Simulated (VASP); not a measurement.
Input of a VASP 6.6.1 run:

File POSCAR:

```
ZnS
1.0
    3.8067217484      0.0000000000      0.0000000000
   -1.9033608742      3.2967177392      0.0000000000
    0.0000000000      0.0000000000      6.2457351519
Zn S
2 2
Direct
    0.4618688355      0.7309344177      0.0296381215
    0.6666666667      0.3333333333      0.5053880718
    0.3333333333      0.6666666667      0.3796119282
    0.6666666667      0.3333333333      0.8796119282
```

INCAR.step1

```
SYSTEM = ZnS
PREC     = Accurate       ! precision mode
ENCUT    = 520            ! plane-wave cutoff, eV
ISMEAR   = 0              ! smearing method
SIGMA    = 0.05           ! smearing width, eV
LREAL    = .False.        ! projectors in reciprocal space
LASPH    = .True.         ! aspherical terms in the spheres
NELM     = 60             ! most SCF steps
NBANDS   = 26             ! bands
GGA      = PE             ! functional
ALGO     = Normal         ! electronic algorithm
EDIFF    = 1E-4           ! SCF threshold, eV
LWAVE    = .True.         ! write WAVECAR
LCHARG   = .False.        ! write CHGCAR
```

INCAR.step2

```
SYSTEM = ZnS
PREC     = Accurate       ! precision mode
ENCUT    = 520            ! plane-wave cutoff, eV
EDIFF    = 1E-6           ! SCF threshold, eV
ISMEAR   = 0              ! smearing method
SIGMA    = 0.05           ! smearing width, eV
LREAL    = .False.        ! projectors in reciprocal space
LASPH    = .True.         ! aspherical terms in the spheres
NELM     = 60             ! most SCF steps
ALGO     = Normal         ! electronic algorithm
ISIF     = 2              ! what is computed and relaxed
LWAVE    = .False.        ! write WAVECAR
LCHARG   = .True.         ! write CHGCAR
METAGGA  = R2SCAN         ! meta-GGA
LMIXTAU  = .True.       
LELF     = .True.         ! ELF
LVHAR    = .True.       
NBANDS   = 26             ! bands
ISTART   = 1
```

File KPOINTS:

```
Automatic mesh
0
Gamma
  6 6 4
  0 0 0
```

Potentials or basis: VASP PAW PBE potentials, release 64 (Zn, S).

Command:

```bash
$ cat potpaw_PBE.64/Zn/POTCAR potpaw_PBE.64/S/POTCAR > POTCAR
$ cp INCAR.step1 INCAR
$ mpirun -np 1 vasp_std > vasp.out
$ cp INCAR.step2 INCAR
$ mpirun -np 1 vasp_std > vasp.out
```

Task: What does it give for the largest force?

Result: 1.045 eV/Å.

Task: What does it give for the pressure?

Result: 1.8 GPa.

Task: Predict the band gap on the k mesh.

Result: 2.53 eV.

Stress tensor (GPa, compression positive):
```
 0.69 -1.23 -1.09
-1.23  2.11 -0.63
-1.09 -0.63  2.65
```

Caveat: the cell differs from its parent crystal (atom 1 (Zn) moved -0.450 Å towards its neighbour atom 4 (S) at 2.334 Å); the PAW data sets were made with another functional, which shifts forces and pressure a little.
